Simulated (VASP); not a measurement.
MnH2O2: single point with PBEsol

Crystal: MnH2O2.

```
CELL_PARAMETERS angstrom
3.25000 0.00000 0.00000
-1.62500 2.81458 0.00000
0.00000 0.00000 4.48000
ATOMIC_POSITIONS crystal
Mn 0.00000 0.00000 0.00000
H 0.33333 0.66667 0.44600
H 0.66667 0.33333 0.55400
O 0.33333 0.66667 0.22600
O 0.66667 0.33333 0.77400
```

```
Program                : VASP 6.6.1
Task                   : single point
Functional             : PBEsol
Potentials or basis    : VASP PAW PBE potentials, release 64 (Mn_sv, H, O)
Cutoff                 : 700 eV
k mesh                 : 3 × 3 × 2
Occupations            : fermi-dirac, width 0.1 eV
Spin                   : collinear spin, ferromagnetic start
Starting moments       : [4.0, 0.0, 0.0, 0.0, 0.0] μB
Dipole correction      : no
Further INCAR settings : ALGO = Normal; EDIFF = 1e-06; NBANDS = 26
```

```yaml
Pressure: 6.2 GPa
Largest_force: 0.703 eV/Å
Band_gap_on_the_k_mesh: 0.13 eV (least direct gap 0.31 eV)
Net_moment: 5.00 μB per cell
Site_moments: Mn +4.28; H +0.01; O +0.10 μB
Valence_electrons_inside_the_program's_atomic_spheres: Mn 12.81; H 0.72; O 5.11
```

Forces in eV/Å, atoms in the order of the input:
```
Mn   0.000  0.000  0.000
H    0.000  0.000 -0.095
H    0.000  0.000  0.095
O    0.000  0.000  0.703
O    0.000  0.000 -0.703
```

Stress tensor (GPa, compression positive):
```
6.98 0.00 0.00
0.00 6.98 0.00
0.00 0.00 4.67
```

Levels at points of the mesh, in eV from the valence-band top:
Spin up:
```csv
k point,band 15,band 16,band 17,band 18,band 19,band 20
"(0.00, 0.00, 0.00)",-2.46,-0.18,-0.18,0.13,3.69,8.99
"(0.00, 0.00, 0.50)",-2.53,0.00,0.00,2.07,4.16,8.27
```
Spin down:
```tsv
k point	band 9	band 10	band 11	band 12	band 13	band 14	band 15	band 16
(0.00, 0.00, 0.00)	-5.36	-5.36	-3.73	-3.73	0.64	1.64	1.64	1.87
(0.00, 0.00, 0.50)	-5.19	-5.19	-3.96	-3.96	1.46	1.58	1.58	2.63
```

Run time: 13 s on 1 thread of Intel(R) Xeon(R) 6975P-C (Granite Rapids) (shared host), peak memory 0.2 GiB.

Caveat: the k points lie up to 0.74 Å⁻¹ apart; the smearing spreads over this small gap; semilocal functionals underestimate gaps, and a narrow one can read as zero; the PAW data sets were made with another functional, which shifts forces and pressure a little; a cell with one magnetic atom can't hold antiferromagnetic order, which such compounds often take. A k mesh can miss the band edges.
